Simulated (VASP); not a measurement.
A run of VASP 6.6.1:

The input INCAR:

```
PREC = Accurate
ENCUT = 600
EDIFF = 1E-6
ISMEAR = 0
SIGMA = 0.02
LREAL = F
LASPH = T
NELM = 100
ALGO = Normal
ISIF = 4
LWAVE = F
LCHARG = F
GGA = PE
IBRION = 2
NSW = 50
EDIFFG = -0.01
```

Contents of KPOINTS:

```
regular mesh
0
Gamma
  6 6 6
```

The input POSCAR:

```
Si
1.0
    5.4217206858      0.0000000000      0.0000000000
   -2.7108603429      4.6953478462      0.0000000000
    0.0000000000      0.0000000000      5.0727511748
Si
6
Direct
    0.2325490815      0.4650981629      0.2500000000
    0.5349018371      0.7674509185      0.5833333333
    0.2325490815      0.7674509185      0.9166666667
    0.7674509185      0.5349018371      0.7500000000
    0.4650981629      0.2325490815      0.0833333333
    0.7674509185      0.2325490815      0.4166666667
```

Potentials or basis: VASP PAW PBE potentials, release 64 (Si).

The run is started by

```sh
$ cat potpaw_PBE.64/Si/POTCAR > POTCAR
$ mpirun -np 1 vasp_std > vasp.out
```

Hardware: 1 thread of Intel(R) Xeon(R) 6975P-C (Granite Rapids) (shared host).

Task: Estimate the wall time of this run.

Result: Wall time 76 s on 1 thread of Intel(R) Xeon(R) 6975P-C (Granite Rapids), with other jobs on the host, peak memory 0.31 GiB. Counts: scf iterations 29, k points 28, ion steps 5.
